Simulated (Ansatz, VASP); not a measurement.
## One calculation of Sr7CrO8, two programs

INCAR

```
SYSTEM = Sr7CrO8
PREC     = Accurate       ! precision mode
ENCUT    = 520            ! plane-wave cutoff, eV
EDIFF    = 1E-6           ! SCF threshold, eV
ISMEAR   = 0              ! smearing method
SIGMA    = 0.05           ! smearing width, eV
LREAL    = Auto         
LASPH    = .TRUE.         ! aspherical terms in the spheres
NELM     = 150            ! most SCF steps
ALGO     = Normal         ! electronic algorithm
ISIF     = 2              ! what is computed and relaxed
LWAVE    = .FALSE.        ! write WAVECAR
LCHARG   = .FALSE.        ! write CHGCAR
LMAXMIX  = 4              ! l up to which the mixer works
LDAU     = .TRUE.         ! DFT+U
LDAUTYPE = 2            
LDAUL    = 2 -1 -1        ! shell
LDAUU    = 3 0 0          ! U, eV
LDAUJ    = 0 0 0        
LDAUPRINT= 1            
GGA      = PS             ! functional
NBANDS   = 79             ! bands
```

Contents of KPOINTS:

```
Automatic mesh
0
G
  3 3 3
  0 0 0
```

POSCAR

```
Sr7CrO8
1.0
    0.0000000000      5.1613200000      5.1613200000
    5.1613200000      0.0000000000      5.1613200000
    5.1613200000      5.1613200000      0.0000000000
Cr Sr O
1 7 8
Direct
    1.0000000000      1.0000000000      1.0000000000
    1.0000000000      1.0000000000      0.5000000000
    0.0000000000      0.5000000000      0.0000000000
    0.0000000000      0.5000000000      0.5000000000
    0.5000000000      0.0000000000      0.0000000000
    0.5000000000      0.0000000000      0.5000000000
    0.5000000000      0.5000000000      0.0000000000
    0.5000000000      0.5000000000      0.5000000000
    0.2500000000      0.2500000000      0.2500000000
    0.2452790934      0.2452790934      0.7547209066
    0.2452790934      0.7547209066      0.2452790934
    0.2452790934      0.7547209066      0.7547209066
    0.7547209066      0.2452790934      0.2452790934
    0.7547209066      0.2452790934      0.7547209066
    0.7547209066      0.7547209066      0.2452790934
    0.7500000000      0.7500000000      0.7500000000
```

Input for Ansatz:

```yaml
crystal:
  lattice:
    - [0.0, 5.16132, 5.16132]
    - [5.16132, 0.0, 5.16132]
    - [5.16132, 5.16132, 0.0]
  atoms:
    - { symbol: Cr, position: [1.0, 1.0, 1.0] }
    - { symbol: Sr, position: [1.0, 1.0, 0.5] }
    - { symbol: Sr, position: [0.0, 0.5, 0.0] }
    - { symbol: Sr, position: [0.0, 0.5, 0.5] }
    - { symbol: Sr, position: [0.5, 0.0, 0.0] }
    - { symbol: Sr, position: [0.5, 0.0, 0.5] }
    - { symbol: Sr, position: [0.5, 0.5, 0.0] }
    - { symbol: Sr, position: [0.5, 0.5, 0.5] }
    - { symbol: O, position: [0.25, 0.25, 0.25] }
    - { symbol: O, position: [0.2452790934, 0.2452790934, 0.7547209066] }
    - { symbol: O, position: [0.2452790934, 0.7547209066, 0.2452790934] }
    - { symbol: O, position: [0.2452790934, 0.7547209066, 0.7547209066] }
    - { symbol: O, position: [0.7547209066, 0.2452790934, 0.2452790934] }
    - { symbol: O, position: [0.7547209066, 0.2452790934, 0.7547209066] }
    - { symbol: O, position: [0.7547209066, 0.7547209066, 0.2452790934] }
    - { symbol: O, position: [0.75, 0.75, 0.75] }
basis:
  ecutwfc: 420
  ecutrho_ratio: 4
kpoints:
  mp_grid: { grid: [3, 3, 3] }
hamiltonian:
  xc: pbesol
  hubbard: { sites: [{ site: 0, l: d, u_eff: 3.0 }] }
scf:
  occupations: { method: gaussian, width: 0.05 }
  lower_state_search: "off"
  max_iter: 150
output:
  forces: true
  stress: true
  eigenvalues: true
  populations: true
  hubbard: { sites: [{ site: 0, l: d }] }
```

Alike in both runs: task single point; functional PBEsol; k mesh 3 × 3 × 3; occupations gaussian, width 0.05 eV; no spin polarisation; Hubbard terms Cr d U = 3.0 eV.

|  | VASP | Ansatz |
| --- | --- | --- |
| version | VASP 6.6.1 | Ansatz 0.2.0 |
| potentials or method | VASP PAW PBE potentials, release 64 (Cr_pv, Sr_sv, O), cutoff 520 eV | scalar-relativistic, plane waves, PAW |
| valence electrons in the cell | 130 | 132 |

|  | VASP | Ansatz | Ansatz less VASP |
| --- | --- | --- | --- |
| gap on the k mesh at the Fermi level (eV) | none | none | - |
| pressure (GPa) | -7.1 | -7.6 | -0.50 |
| rms of the force components (eV/Å) | 0.122 | 0.119 | -0.0035 |

VASP's potentials were made for PBE, not for PBEsol. The programs project onto different local orbitals, so the same U acts differently, and such runs can settle in different states. Atom by atom the forces differ by 0.004 eV/Å (rms over components). A gap of «none» marks a metal or a gap that the smearing closes. VASP's potentials hold 130 valence electrons a cell and Ansatz's 132, so a difference there can come from the potentials and not from the codes. Ansatz's warnings: filled band counts differ across k points.
